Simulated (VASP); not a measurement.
MnO, 2 atoms in the cell. The structure is cubic, space group Fm-3m (No. 225). Conventional cell: a = 4.353 Å, b = 4.353 Å, c = 4.353 Å, α = 90.00°, β = 90.00°, γ = 90.00°. Mn (site symmetry m-3m) has 6 O at 2.18 Å within 2.9 Å. Within 2.9 Å of O (site symmetry m-3m) lie 6 Mn at 2.18 Å. 

| Item | Value |
| --- | --- |
| Program | VASP 6.6.1 |
| Task | single point |
| Functional | PBE |
| Potentials or basis | VASP PAW PBE potentials, release 64 (Mn_pv, O) |
| Cutoff | 520 eV |
| k mesh | 10 × 10 × 10 |
| Occupations | fermi-dirac, width 0.05 eV |
| Spin | collinear spin, ferromagnetic start |
| Starting moments | [4.0, 0.0] μB |
| Dipole correction | no |
| Further INCAR settings | ALGO = Normal; EDIFF = 1e-07; NBANDS = 20 |

Potentials or basis: VASP PAW PBE potentials, release 64 (Mn_pv, O).

The run is started by

```console
$ cat potpaw_PBE.64/Mn_pv/POTCAR potpaw_PBE.64/O/POTCAR > POTCAR
$ mpirun -np 1 vasp_std > vasp.out
```

Hardware: 1 thread of Intel(R) Xeon(R) 6975P-C (Granite Rapids) (shared host).

Problem. Estimate the wall time of this run.

Solution. It took 15 s on 1 thread of Intel(R) Xeon(R) 6975P-C (Granite Rapids) (shared host), peak memory 0.16 GiB. Counts: scf iterations 16, k points 47.
